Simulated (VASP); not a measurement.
Crystal: In3Se.

```
In Se
1.0
     4.80376    0.00000    0.00000
     0.00000    4.80376    0.00000
     0.00000    0.00000    4.80376
In Se
3 1
Direct
  0.00000 0.50000 0.50000
  0.50000 0.00000 0.50000
  0.50000 0.50000 0.00000
  0.00000 0.00000 0.00000
```

Base run:

* Program: VASP 6.6.1
* Functional: PBE
* Potentials or basis: VASP PAW PBE potentials, release 64 (In_d, Se)
* Cutoff: 520 eV
* k mesh: 12 × 12 × 12
* Occupations: gaussian, width 0.1 eV
* Spin: no spin polarisation

Its results: pressure -0.3 GPa.

**Question.** After a change of settings the same cell gave: pressure 2.9 GPa. Which change was it?
A. k mesh from 12 × 12 × 12 to 5 × 5 × 5; occupations from gaussian, width 0.1 eV to gaussian, width 0.2 eV
B. k mesh from 12 × 12 × 12 to 1 × 1 × 1
C. k mesh from 12 × 12 × 12 to 2 × 2 × 2
D. k mesh from 12 × 12 × 12 to 6 × 6 × 6, shifted

**Answer.** C.

Caveats: some runs use coarse meshes.
